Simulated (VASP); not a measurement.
A run of VASP 6.6.1 is set up as follows.

INCAR

```
SYSTEM = ZrCu14
PREC     = Accurate       ! precision mode
ENCUT    = 520            ! plane-wave cutoff, eV
EDIFF    = 1E-6           ! SCF threshold, eV
ISMEAR   = 1              ! smearing method
SIGMA    = 0.1            ! smearing width, eV
LREAL    = .False.        ! projectors in reciprocal space
LASPH    = .True.         ! aspherical terms in the spheres
NELM     = 120            ! most SCF steps
ALGO     = Normal         ! electronic algorithm
ISIF     = 2              ! what is computed and relaxed
LWAVE    = .False.        ! write WAVECAR
LCHARG   = .False.        ! write CHGCAR
LDIPOL   = .True.       
IDIPOL   = 3            
DIPOL    = 0.5 0.5 0.500
GGA      = PE             ! functional
NBANDS   = 96             ! bands
GGA_COMPAT= .False.      
NELMDL   = -8
```

KPOINTS

```
regular mesh
0
Gamma
  9 9 1
  0 0 0
```

POSCAR

```
ZrCu14
1.0
    3.8488627900      2.2221419679      0.0000000000
   -3.8488627900      2.2221419679      0.0000000000
    0.0000000000      0.0000000000     20.3802609458
Cu Zr
14 1
Direct
    0.0000000000      0.0000000000      0.2892707822
    0.3333333333      0.6666666667      0.2900461476
    0.6666666667      0.3333333333      0.2900461476
    0.3332072900      1.0000000000      0.3919398846
    0.6667927100      0.6667927100      0.3919398846
    0.0000000000      0.3332072900      0.3919398846
    0.6656232346      1.0000000000      0.4945991430
    1.0000000000      0.6656232346      0.4945991430
    0.3343767654      0.3343767654      0.4945991430
    0.3333333333      0.6666666667      0.5980812440
    0.6666666667      0.3333333333      0.5980812440
    0.3449039306      1.0000000000      0.7200406059
    0.6550960694      0.6550960694      0.7200406059
    1.0000000000      0.3449039306      0.7200406059
    1.0000000000      1.0000000000      0.6147205719
```

Potentials or basis: VASP PAW PBE potentials, release 64 (Cu, Zr_sv).

Run with:

```sh
$ cat potpaw_PBE.64/Cu/POTCAR potpaw_PBE.64/Zr_sv/POTCAR > POTCAR
$ mpirun -np 1 vasp_std > vasp.out
```

Task: Predict the largest force.

Result: 0.027 eV/Å.

Task: Predict the band gap on the k mesh.

Result: Zero (bands 83 and 84 overlap by 1.64 eV).

Forces on the atoms (eV/Å):
```
Cu   0.000  0.000 -0.027
Cu   0.000  0.000 -0.025
Cu   0.000  0.000 -0.025
Cu   0.002  0.001  0.001
Cu   0.000 -0.002  0.001
Cu  -0.002  0.001  0.001
Cu   0.002  0.001  0.006
Cu  -0.002  0.001  0.006
Cu   0.000 -0.002  0.006
Cu   0.000  0.000  0.005
Cu   0.000  0.000  0.005
Cu   0.002  0.001  0.020
Cu   0.000 -0.002  0.020
Cu  -0.002  0.001  0.020
Zr   0.000  0.000 -0.012
```
